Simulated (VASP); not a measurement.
# I (Fmmm) in VASP: elastic constants with PBEsol

Aim: the elastic constants of I with PBEsol.

All numbers are computed with VASP 6.6.1; they aren't measurements. Logs are shortened: lines on timing, memory, paths and dates and some standing lists are left out, and cuts for length are marked.

### Step 1. The cell of the first run

It takes space group Fmmm (No. 69, orthorhombic). The conventional cell has a = 4.384 Å, b = 4.731 Å, c = 7.820 Å, α = 90.00°, β = 90.00°, γ = 90.00°. I (site symmetry mmm) has 4 I at 3.23 Å within 4.2 Å.

### Step 2. Elastic constants, PBEsol

Input file INCAR:

```
  PREC = Accurate
  ENCUT = 600
  EDIFF = 1E-8
  ISMEAR = -1
  SIGMA = 0.05
  LREAL = F
  LASPH = T
  NELM = 60
  ALGO = Normal
  ISIF = 3
  LWAVE = F
  LCHARG = F
  GGA = PS
  NBANDS = 10
  IBRION = 6
  NFREE = 2
  POTIM = 0.015
  NSW = 1
```

Input file KPOINTS:

```
regular mesh
0
Gamma
  8 8 8
```

Input file POSCAR:

```
I
1.0
    0.0000000000      2.3656004428      3.9098401324
    2.1922454667      0.0000000000      3.9098401324
    2.1922454667      2.3656004428      0.0000000000
I
1
Direct
    0.0000000000      0.0000000000      0.0000000000
```

Potentials or basis: VASP PAW PBE potentials, release 64 (I).

On the command line:

```
cat potpaw_PBE.64/I/POTCAR > POTCAR
mpirun -np 1 vasp_std > vasp.out
```

OUTCAR:

```text
PREC = Accurate
   ENCUT = 600
   EDIFF = 1E-8
   ISMEAR = -1
   LREAL = F
   LASPH = T
   NELM = 60
   ISIF = 3
   GGA = PS
   IBRION = 6
   NFREE = 2
   POTIM = 0.015
   NSW = 1

 ion  position               nearest neighbor table
   1  0.000  0.000  0.000-

  LATTYP: Found a face centered orthorhombic cell.
 ALAT       =     4.3844909334
 B/A-ratio  =     1.0790764441
 C/A-ratio  =     1.7834864717

  Lattice vectors:

 A1 = (   0.0000000000,   2.3656004428,   3.9098401324)
 A2 = (   2.1922454667,   0.0000000000,   3.9098401324)
 A3 = (   2.1922454667,   2.3656004428,   0.0000000000)

Analysis of symmetry for initial positions (statically):
=====================================================================
 Subroutine PRICEL returns:
 Original cell was already a primitive cell.

 Routine SETGRP: Setting up the symmetry group for a
 face centered orthorhombic supercell.

 Subroutine GETGRP returns: Found  8 space group operations
 (whereof  8 operations were pure point group operations)
 out of a pool of  8 trial point group operations.

The static configuration has the point symmetry D_2h.

Analysis of symmetry for dynamics (positions and initial velocities):
=====================================================================
 Subroutine PRICEL returns:
 Original cell was already a primitive cell.

 Routine SETGRP: Setting up the symmetry group for a
 face centered orthorhombic supercell.

 Subroutine GETGRP returns: Found  8 space group operations
 (whereof  8 operations were pure point group operations)
 out of a pool of  8 trial point group operations.

The dynamic configuration has the point symmetry D_2h.

 Subroutine INISYM returns: Found  8 space group operations
 (whereof  8 operations are pure point group operations),
 and found     1 'primitive' translations

----------------------------------------------------------------------------------------

                                     Primitive cell

[... 338 lines left out ...]
      6      10.8429      0.00000
      7      11.4799      0.00000
      8      15.4612      0.00000
      9      15.6575      0.00000
     10      15.7699      0.00000
[... 287 lines left out ...]
 k-point    24 :       0.3750    0.0000    0.1250
  band No.  band energies     occupation
      1      -9.2450      2.00000
      2      -0.9014      2.00000
      3       1.9007      2.00000
      4       3.8760      0.00004
      5       8.7927      0.00000
      6      11.0875      0.00000
      7      12.5328      0.00000
      8      13.7380      0.00000
      9      15.3983      0.00000
     10      18.7735      0.00000

 [... further k-points ...]

------------------------ aborting loop because EDIFF is reached ----------------------------------------

  FORCE on cell =-STRESS in cart. coord.  units (eV):
  Direction    XX          YY          ZZ          XY          YZ          ZX
  --------------------------------------------------------------------------------------
  -------------------------------------------------------------------------------------
  Total       -0.4399955     -0.5337772     -0.0755570      0.0000000      0.0000000      0.0000000
  in kB      -17.3835823    -21.0887579     -2.9851469      0.0000000      0.0000000      0.0000000
  external PRESSURE =     -13.8191623 kB  Pullay stress =       0.0000000 kB
[... 16 lines left out ...]
  FREE ENERGIE OF THE ION-ELECTRON SYSTEM (eV)
  ---------------------------------------------------
  free  energy   TOTEN  =        -1.6370826041 eV

  energy  without entropy=       -1.6332117719  energy(sigma->0) =       -1.63514719

 INTERNAL STRAIN TENSORS FROM STRAINED CELLS
 ============================================

 INTERNAL STRAIN TENSOR FOR ION    1 for displacements in x,y,z  (eV/Angst):
          X           Y           Z          XY          YZ          ZX
  --------------------------------------------------------------------------------
  x    -0.00000    -0.00000    -0.00000     0.00000    -0.00000     0.00000
  y    -0.00000    -0.00000     0.00000    -0.00000     0.00000     0.00000
  z     0.00000     0.00000     0.00000    -0.00000    -0.00000     0.00000

 INTERNAL STRAIN TENSORS FROM DISPLACED ATOMS
 ============================================

 INTERNAL STRAIN TENSOR FOR ION    1 for displacements in x,y,z  (eV/Angst):
          X           Y           Z          XY          YZ          ZX
  --------------------------------------------------------------------------------
  x     0.00000     0.00000     0.00000     0.00000     0.00000     0.00000
  y     0.00000     0.00000     0.00000     0.00000     0.00000     0.00000
  z     0.00000     0.00000     0.00000     0.00000     0.00000     0.00000

 Eigenvectors and eigenvalues of the dynamical matrix
 ----------------------------------------------------

   1 f  =    0.000000 THz     0.000000 2PiTHz    0.000000 cm-1     0.000000 meV
             X         Y         Z           dx          dy          dz
      0.000000  0.000000  0.000000     1.000000    0.000000    0.000000

   2 f/i=    0.000000 THz     0.000000 2PiTHz    0.000000 cm-1     0.000000 meV
             X         Y         Z           dx          dy          dz
      0.000000  0.000000  0.000000     0.000000    1.000000    0.000000

   3 f/i=    0.000000 THz     0.000000 2PiTHz    0.000000 cm-1     0.000000 meV
             X         Y         Z           dx          dy          dz
      0.000000  0.000000  0.000000     0.000000    0.000000    1.000000

--------------------------------------------------------------------------------------------------------

 ELASTIC MODULI CONTR FROM IONIC RELAXATION (kBar)
 Direction    XX          YY          ZZ          XY          YZ          ZX
 --------------------------------------------------------------------------------
 XX           0.0000      0.0000      0.0000      0.0000      0.0000      0.0000
 YY           0.0000      0.0000      0.0000      0.0000      0.0000      0.0000
 ZZ           0.0000      0.0000      0.0000      0.0000      0.0000      0.0000
 XY           0.0000      0.0000      0.0000      0.0000      0.0000      0.0000
 YZ           0.0000      0.0000      0.0000      0.0000      0.0000      0.0000
 ZX           0.0000      0.0000      0.0000      0.0000      0.0000      0.0000
 --------------------------------------------------------------------------------

 TOTAL ELASTIC MODULI (kBar)
 Direction    XX          YY          ZZ          XY          YZ          ZX
 --------------------------------------------------------------------------------
 XX         505.8521    441.0368      7.9935      0.0000      0.0000      0.0000
 YY         441.0368    719.0096    -18.0381     -0.0000      0.0000      0.0000
 ZZ           7.9935    -18.0381     65.0676      0.0000      0.0000      0.0000
 XY           0.0000     -0.0000      0.0000    102.3725      0.0000      0.0000
 YZ           0.0000      0.0000      0.0000      0.0000     40.9208      0.0000
 ZX           0.0000      0.0000      0.0000      0.0000      0.0000     34.2112
 --------------------------------------------------------------------------------
```

It took 7.8 min on 1 thread of AMD EPYC 9R45 (Zen 5), shared host; peak memory 0.25 GiB.

Results:

```yaml
Voigt_bulk_modulus: 24 GPa
```

Elastic tensor in Voigt notation (GPa, in the Cartesian axes of the cell as first typed):
```
51 44  1  0  0  0
44 72 -2  0  0  0
 1 -2  7  0  0  0
 0  0  0  4  0  0
 0  0  0  0  3  0
 0  0  0  0  0 10
```

Clamped-ion elastic tensor (GPa):
```
51 44  1  0  0  0
44 72 -2  0  0  0
 1 -2  7  0  0  0
 0  0  0  4  0  0
 0  0  0  0  3  0
 0  0  0  0  0 10
```

Caveat: the cell is under stress, which shifts elastic constants; the PAW data sets were made with another functional, which shifts forces and pressure a little; spin-orbit coupling is left out, which moves the levels of the heavy elements.
